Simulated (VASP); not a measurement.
# C (R-3m) in VASP: single point with r2SCAN

Aim: the single point of C with r2SCAN.

Everything below comes from runs of VASP 6.6.1. Logs are shortened: lines on timing, memory, paths and dates and some standing lists are left out, and cuts for length are marked.

## (1) The cell of the first run

It takes space group R-3m (No. 166, trigonal). The conventional cell has a = 2.511 Å, b = 2.511 Å, c = 31.008 Å, α = 90.00°, β = 90.00°, γ = 120.00°. C (site symmetry 3m) has 4 C at 1.54 Å within 2.1 Å. Within 2.1 Å of C (site symmetry 3m) lie 4 C at 1.54 Å. Within 2.1 Å of C (site symmetry 3m) lie 4 C at 1.54 Å. Within 2.1 Å of C (site symmetry 3m) lie 4 C at 1.54 to 1.57 Å. Within 2.1 Å of C (site symmetry 3m) lie 4 C at 1.54 to 1.57 Å.

## (2) Single point, r2SCAN

File POSCAR:

```
C
1.0
   -2.5113391176      0.0000000000      0.0000000000
   -1.2556695588     -2.1748834734      0.0000000000
    1.2556695588      0.7249611578     10.3359979276
C
10
Direct
    0.0248178013      0.0248178013      0.0744534038
    0.9751821987      0.9751821987      0.9255465962
    0.1086959628      0.1086959628      0.3260878883
    0.8913040372      0.8913040372      0.6739121117
    0.1583685877      0.1583685877      0.4751057630
    0.8416314123      0.8416314123      0.5248942370
    0.3748531780      0.3748531780      0.1245595341
    0.6251468220      0.6251468220      0.8754404659
    0.4253325570      0.4253325570      0.2759976711
    0.5746674430      0.5746674430      0.7240023289
```

File INCAR.step1:

```
SYSTEM = C
PREC = Accurate
ENCUT = 520
ISMEAR = 0
SIGMA = 0.05
LREAL = .FALSE.
LASPH = .TRUE.
NELM = 60
ISYM = 0
NBANDS = 31
GGA = PE
ALGO = Normal
EDIFF = 1E-4
LWAVE = .TRUE.
LCHARG = .FALSE.
```

File INCAR.step2:

```
SYSTEM = C
PREC = Accurate
ENCUT = 520
EDIFF = 1E-7
ISMEAR = 0
SIGMA = 0.05
LREAL = .FALSE.
LASPH = .TRUE.
NELM = 60
ALGO = Normal
ISIF = 2
LWAVE = .FALSE.
LCHARG = .FALSE.
METAGGA = R2SCAN
LMIXTAU = .TRUE.
ISYM = 0
NBANDS = 31
ISTART = 1
```

File KPOINTS:

```
Automatic mesh
0
G
  10 10 3
  0 0 0
```

Potentials or basis: VASP PAW PBE potentials, release 64 (C).

Run with:

```bash
$ cat potpaw_PBE.64/C/POTCAR > POTCAR
$ cp INCAR.step1 INCAR
$ mpirun -np 1 vasp_std > vasp.out
$ cp INCAR.step2 INCAR
$ mpirun -np 1 vasp_std > vasp.out
```

OUTCAR:

```text
SYSTEM = C
   PREC = Accurate
   ENCUT = 520
   EDIFF = 1E-7
   ISMEAR = 0
   LREAL = .FALSE.
   LASPH = .TRUE.
   NELM = 60
   ISIF = 2
   METAGGA = R2SCAN
   ISYM = 0
   ISTART = 1

 ion  position               nearest neighbor table
   1  0.025  0.025  0.074-   2 1.54   7 1.54   7 1.54   7 1.54
   2  0.975  0.975  0.926-   1 1.54   8 1.54   8 1.54   8 1.54
   3  0.109  0.109  0.326-   9 1.54   9 1.54   9 1.54   5 1.54
   4  0.891  0.891  0.674-  10 1.54  10 1.54  10 1.54   6 1.54
   5  0.158  0.158  0.475-   6 1.54   6 1.54   6 1.54   3 1.54
   6  0.842  0.842  0.525-   5 1.54   5 1.54   5 1.54   4 1.54
   7  0.375  0.375  0.125-   1 1.54   1 1.54   1 1.54   9 1.57
   8  0.625  0.625  0.875-   2 1.54   2 1.54   2 1.54  10 1.57
   9  0.425  0.425  0.276-   3 1.54   3 1.54   3 1.54   7 1.57
  10  0.575  0.575  0.724-   4 1.54   4 1.54   4 1.54   8 1.57

IMPORTANT INFORMATION: All symmetrisations will be switched off!
NOSYMM: (Re-)initialisation of all symmetry stuff for point group C_1.

----------------------------------------------------------------------------------------

                                     Primitive cell

  volume of cell :      56.4539

  direct lattice vectors                    reciprocal lattice vectors
    -2.511339118  0.000000000  0.000000000    -0.398193933  0.229897374  0.032249748
    -1.255669559 -2.174883473  0.000000000     0.000000000 -0.459794749  0.032249748
     1.255669559  0.724961158 10.335997928     0.000000000  0.000000000  0.096749245

  length of vectors
     2.511339118  2.511339118 10.437199235     0.460924351  0.460924351  0.096749245

  position of ions in fractional coordinates (direct lattice)
     0.024817801  0.024817801  0.074453404
     0.975182199  0.975182199  0.925546596
     0.108695963  0.108695963  0.326087888
     0.891304037  0.891304037  0.673912112
     0.158368588  0.158368588  0.475105763
     0.841631412  0.841631412  0.524894237
     0.374853178  0.374853178  0.124559534
     0.625146822  0.625146822  0.875440466
     0.425332557  0.425332557  0.275997671
     0.574667443  0.574667443  0.724002329

  ion indices of the primitive-cell ions
   primitive index   ion index
                 1           1
                 2           2
                 3           3
                 4           4
                 5           5
                 6           6
                 7           7
                 8           8
[... 102 lines left out ...]
   ISIF   =      2    stress and relaxation
   ISYM   =      0    0-nonsym 1-usesym 2-fastsym
   POTIM  = 0.5000    time-step for ionic-motion
   TEBEG  =    0.0;   TEEND  =   0.0 temperature during run
   PSTRESS=    0.0 pullay stress
   NELECT =      40.0000    total number of electrons
   NUPDOWN=      -1.0000    fix difference up-down
   EMIN   =  10.00;   EMAX   =-10.00  energy-range for DOS
   EFERMI =   0.00;   METHOD = LEGACY
   ISMEAR =     0;   SIGMA  =   0.05  broadening in eV -4-tet -1-fermi 0-gaus
   EFERMI_NEDOS =   21; number of points for ismear=-14 and -15
   IALGO  =     38    algorithm
   IMIX   =      4    mixing-type and parameters
     AMIX     =   0.40;   BMIX     =  1.00
     AMIX_MAG =   1.60;   BMIX_MAG =  1.00
  volume/ion in A,a.u.               =       5.65        38.10
  Fermi-wavevector in a.u.,A,eV,Ry     =   1.459476  2.758009 28.981357  2.130070
  Thomas-Fermi vector in A             =   2.576038
   LORBIT       =      0    0 simple, 1 ext, 2 COOP (PROOUT), +10 PAW based schemes
   METAGGA = R2SCAN    functional components
   LHFCALC =     F    Hartree Fock is set to
   AEXX    =    0.0000 exact exchange contribution
   IVDW    =     0    specifies the selected vdW correction
   LEPSILON=     F    determine dielectric tensor
   LRPA    =     F    only Hartree local field effects (RPA)
 non-spin polarized calculation
 Gauss-broadening in eV      SIGMA  =   0.05
  energy-cutoff  :      520.00
  volume of cell :       56.45
 maximum number of plane-waves:      1539
   NGX =  9   NGY =  9   NGZ = 39

 number of electron      39.9999996 magnetization

 Free energy of the ion-electron system (eV)
  ---------------------------------------------------
  ext. energy  EPLUGINS =         0.00000000
  ---------------------------------------------------
  free energy    TOTEN  =       -98.20366661 eV

  energy without entropy =      -98.20366661  energy(sigma->0) =      -98.20366661

 E-fermi :  10.1467     XC(G=0): -14.2817

 val. band max:        9.8925010169   @ k =   0.0000   0.0000   0.0000
 cond. band min:      14.5881794678   @ k =  -0.4000   0.0000   0.3333
 fundamental gap:      4.6956784509
 Fermi energy:        10.1467129492

 k-point     1 :       0.0000    0.0000    0.0000
  band No.  band energies     occupation
      1     -12.9914      2.00000
      2     -11.8870      2.00000
      3     -11.8078      2.00000
      4      -8.5977      2.00000
      5      -8.5763      2.00000
      6      -2.3744      2.00000
[... 805 lines left out ...]
     30      21.6215      0.00000
     31      22.1469      0.00000

 [... further k-points ...]

------------------------ aborting loop because EDIFF is reached ----------------------------------------

  FORCE on cell =-STRESS in cart. coord.  units (eV):
  Direction    XX          YY          ZZ          XY          YZ          ZX
  --------------------------------------------------------------------------------------
  -------------------------------------------------------------------------------------
  Total        0.3942236      0.3940615      0.3824253      0.0001404      0.0000100      0.0000172
  in kB       11.1881807     11.1835795     10.8533406      0.0039859      0.0002844      0.0004878
  external PRESSURE =      11.0750336 kB  Pullay stress =       0.0000000 kB

 VOLUME and BASIS-vectors are now :
 -----------------------------------------------------------------------------
  energy-cutoff  :      520.00
  volume of cell :       56.45
      direct lattice vectors                 reciprocal lattice vectors
    -2.511339118  0.000000000  0.000000000    -0.398193933  0.229897374  0.032249748
    -1.255669559 -2.174883473  0.000000000     0.000000000 -0.459794749  0.032249748
     1.255669559  0.724961158 10.335997928     0.000000000  0.000000000  0.096749245

 POSITION                                       TOTAL-FORCE (eV/Angst)
 -----------------------------------------------------------------------------------
     -0.00000     -0.00000      0.76955        -0.000002     -0.000001     -0.001290
     -2.51134     -1.44992      9.56645         0.000002      0.000001      0.001290
     -0.00000     -0.00000      3.37044        -0.000003     -0.000002      0.002156
     -2.51134     -1.44992      6.96555         0.000003      0.000002     -0.002156
     -0.00000     -0.00000      4.91069         0.000007      0.000004     -0.000542
     -2.51134     -1.44992      5.42531        -0.000007     -0.000004      0.000542
     -1.25567     -0.72496      1.28745         0.000006      0.000003      0.006914
     -1.25567     -0.72496      9.04855        -0.000006     -0.000003     -0.006914
     -1.25567     -0.72496      2.85271        -0.000014     -0.000008     -0.007059
     -1.25567     -0.72496      7.48329         0.000014      0.000008      0.007059
 -----------------------------------------------------------------------------------
    total drift:                                0.000000     -0.000000     -0.000000

  FREE ENERGIE OF THE ION-ELECTRON SYSTEM (eV)
  ---------------------------------------------------
  free  energy   TOTEN  =       -98.2036666116 eV

  energy  without entropy=      -98.2036666116  energy(sigma->0) =      -98.20366661
```

Run time: 28 min. Hardware: 1 thread of Oxide Virtual Turin-like, shared host; peak memory 0.26 GiB.

What came out:

| Property | Result |
| --- | --- |
| Free energy | -98.2037 eV |
| Pressure | 1.1 GPa |
| Largest force | 0.007 eV/Å |
| Band gap on the k mesh | 4.70 eV (least direct gap 5.60 eV) |

Forces in eV/Å, atoms in the order of the input:
```
C    0.000  0.000 -0.001
C    0.000  0.000  0.001
C    0.000  0.000  0.002
C    0.000  0.000 -0.002
C    0.000  0.000 -0.001
C    0.000  0.000  0.001
C    0.000  0.000  0.007
C    0.000  0.000 -0.007
C    0.000  0.000 -0.007
C    0.000  0.000  0.007
```

Levels at points of the mesh, in eV from the valence-band top:
```
           k point  band 18  band 19  band 20  band 21  band 22  band 23
(0.00, 0.00, 0.00)    -0.19     0.00     0.00     5.60     5.60     5.75
(0.50, 0.00, 0.00)    -4.69    -3.78    -3.13     5.09     5.09     6.57
(0.00, 0.50, 0.00)    -4.69    -3.78    -3.13     5.09     5.09     6.57
(0.50, 0.50, 0.00)    -4.36    -3.64    -3.63     4.86     5.75     5.79
```

Caveat: the PAW data sets were made with another functional, which shifts forces and pressure a little; an odd mesh through Γ misses points on the zone boundary, where band edges can lie. r2SCAN opens gaps a little over a GGA but as a rule still falls short of measured ones.
